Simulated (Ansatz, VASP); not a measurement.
# Au: VASP beside Ansatz

```
Au
1.0
     2.90000    0.00000    0.00000
    -1.45000    2.51147    0.00000
     0.00000    0.00000    4.88000
Au
2
Cartesian
  0.0000 1.6743 3.6600
  1.4500 0.8372 1.2200
```

Alike in both runs: task single point; functional PBEsol; k mesh 8 × 8 × 5; occupations gaussian, width 0.05 eV; no spin polarisation.

|  | VASP | Ansatz |
| --- | --- | --- |
| version | VASP 6.6.1 | Ansatz 0.2.0 |
| potentials or method | VASP PAW PBE potentials, release 64 (Au) | plane waves, PAW |
| plane-wave cutoff (eV) | 500 | 420 |
| valence electrons in the cell | 22 | 38 |

Ansatz gave:

- gap on the k mesh at the Fermi level (eV): none
- pressure (GPa): -5.8
- traceless stress, the component that is largest in VASP (GPa): -1.07

Q: Estimate VASP's values.

A: gap on the k mesh at the Fermi level (eV): none; pressure (GPa): -6.0; traceless stress, the component that is largest in VASP (GPa): -1.08.

VASP's potentials were made for PBE, not for PBEsol. A gap of «none» marks a metal or a gap that the smearing closes. With one functional, cell and mesh, what is left measures potentials, basis and numerics. VASP's potentials hold 22 valence electrons a cell and Ansatz's 38, so a difference there can come from the potentials and not from the codes.

Neither program's run includes spin-orbit coupling.
